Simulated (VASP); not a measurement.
TaN, 2 atoms in the cell. The structure is hexagonal, space group P-6m2 (No. 187). Conventional cell: a = 2.938 Å, b = 2.938 Å, c = 2.883 Å, α = 90.00°, β = 90.00°, γ = 120.00°. Ta (site symmetry -6m2) has 6 N at 2.23 Å and 2 Ta at 2.88 Å within 2.9 Å. Within 2.9 Å of N (site symmetry -6m2) lie 6 Ta at 2.23 Å and 2 N at 2.88 Å. 

* Program: VASP 6.6.1
* Task: single point
* Functional: PBEsol
* Potentials or basis: VASP PAW PBE potentials, release 64 (Ta_pv, N)
* Cutoff: 520 eV
* k mesh: 8 × 8 × 7
* Occupations: fermi-dirac, width 0.05 eV
* Spin: non-collinear spin, zero start, spin-orbit coupling
* Starting moments: [[0.0, 0.0, 0.0], [0.0, 0.0, 0.0]] μB
* Dipole correction: no
* Further INCAR settings: ALGO = Normal; EDIFF = 1e-06; NBANDS = 28

Potentials or basis: VASP PAW PBE potentials, release 64 (Ta_pv, N).

The run is started by

```console
$ cat potpaw_PBE.64/Ta_pv/POTCAR potpaw_PBE.64/N/POTCAR > POTCAR
$ mpirun -np 1 vasp_ncl > vasp.out
```

Hardware: 1 thread of Intel(R) Xeon(R) 6975P-C (Granite Rapids) (shared host).

**Question.** How long does it take, and how much memory?

**Answer.** Run time: 77 s on 1 thread of Intel(R) Xeon(R) 6975P-C (Granite Rapids) (shared host), peak memory 0.23 GiB. Counts: scf iterations 13, k points 60.
